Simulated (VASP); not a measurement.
**ZnS: relaxation of the atoms with PBEsol**

The system is ZnS.

```
Zn S
1.0
    -0.01339    2.67108    2.67108
     2.67108   -0.01339    2.67108
     2.67108    2.67108   -0.01339
Zn S
1 1
Cartesian
  3.9966 3.9966 3.9966
  0.0000 0.0000 0.0000
```

This cell differs from its parent crystal: equal xy, yz and zx engineering shears of -0.5 %.

```json
{
  "Program": "VASP 6.6.1",
  "Task": "relaxation of the atoms",
  "Functional": "PBEsol",
  "Potentials or basis": "VASP PAW PBE potentials, release 64 (Zn, S)",
  "Cutoff": "520 eV",
  "k mesh": "8 × 8 × 8",
  "Occupations": "gaussian, width 0.01 eV",
  "Spin": "no spin polarisation",
  "Dipole correction": "no",
  "Further INCAR settings": "ALGO = Normal; EDIFF = 1e-06; IBRION = 2; EDIFFG = -0.002; NSW = 50"
}
```

- Energy gained by relaxing: 0.1 meV/atom
- Ionic steps: 3
- Pressure after relaxing: 0.2 GPa
- Band gap on the k mesh: 2.07 eV, direct

Stress tensor (GPa, compression positive):
```
0.24 0.25 0.25
0.25 0.24 0.25
0.25 0.25 0.24
```

The path:
```csv
step,energy change (eV),largest force (eV/Å),pressure (GPa)
1,0.0000,0.0552,0.29
2,-0.0002,0.0207,0.25
3,-0.0002,0.0008,0.24
```

Final structure:
```yaml
crystal:
  lattice:
    - [-0.01339, 2.67108, 2.67108]
    - [2.67108, -0.01339, 2.67108]
    - [2.67108, 2.67108, -0.01339]
  atoms:
    - { symbol: Zn, position: [0.74954, 0.74954, 0.74954] }
    - { symbol: S, position: [0.00046, 0.00046, 0.00046] }
```

Levels at points of the mesh, in eV from the valence-band top:
```tsv
k point	band 7	band 8	band 9	band 10	band 11	band 12
(0.00, 0.00, 0.00)	-0.04	-0.04	0.00	2.07	6.23	6.23
(0.50, 0.00, 0.00)	-5.57	-0.95	-0.92	3.24	6.79	6.82
(0.50, 0.50, 0.00)	-4.74	-2.40	-2.35	3.15	3.94	10.99
(0.50, 0.50, 0.50)	-5.55	-0.97	-0.97	3.16	6.74	6.74
```

Wall time 36 s on 1 thread of Intel Xeon 6975P-C, with other jobs on the host, peak memory 0.17 GiB.

Caveat: the cell differs from its parent crystal (equal xy, yz and zx engineering shears of -0.5 %); the PAW data sets were made with another functional, which shifts forces and pressure a little.
